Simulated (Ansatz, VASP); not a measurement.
Se: VASP beside Ansatz

The input INCAR:

```
SYSTEM = Se
  PREC = Accurate
  ENCUT = 520
  EDIFF = 1E-6
  ISMEAR = -1
  SIGMA = 0.1
  LREAL = .FALSE.
  LASPH = .TRUE.
  NELM = 60
  ALGO = Normal
  ISIF = 2
  LWAVE = .FALSE.
  LCHARG = .FALSE.
  GGA = RE
  NBANDS = 9
```

File KPOINTS:

```
regular mesh
0
G
  14 14 14
  0 0 0
```

The input POSCAR:

```
Se
1.0
    0.0000000000      2.1847815212      2.1847815212
    2.1847815212      0.0000000000      2.1847815212
    2.1847815212      2.1847815212      0.0000000000
Se
1
Direct
    0.0000000000      0.0000000000      0.0000000000
```

Input for Ansatz:

```yaml
crystal:
  lattice:
    - [0.0, 2.1847815212, 2.1847815212]
    - [2.1847815212, 0.0, 2.1847815212]
    - [2.1847815212, 2.1847815212, 0.0]
  atoms:
    - { symbol: Se, position: [0.0, 0.0, 0.0] }
hamiltonian:
  xc: revpbe
  pseudopotentials:
    kind: paw
    azcp:
      Se: "pseudopotentials/Se.paw.azcp"
basis:
  ecutwfc: 420
  fft_grid_basis: typed
kpoints:
  mp_grid: { grid: [14, 14, 14], shift: [0, 0, 0] }
magnetization:
  spin_polarized: false
scf:
  occupations: { method: fermi_dirac, width: 0.1 }
  lower_state_search: "off"
output:
  stress: true
```

Alike in both runs: task single point; functional revPBE; k mesh 14 × 14 × 14; occupations fermi-dirac, width 0.1 eV; no spin polarisation.

|  | VASP | Ansatz |
| --- | --- | --- |
| version | VASP 6.6.1 | Ansatz 0.2.0 |
| potentials or method | VASP PAW PBE potentials, release 64 (Se), cutoff 520 eV | plane waves (420 eV) with PAW, scalar-relativistic |
| valence electrons in the cell | 6 | 16 |

```tsv
	VASP	Ansatz	Ansatz less VASP
pressure (GPa)	-0.1	-0.1	+0.05
```

VASP's potentials were made for PBE, not for revPBE. VASP's potentials hold 6 valence electrons a cell and Ansatz's 16, so a difference there can come from the potentials and not from the codes.
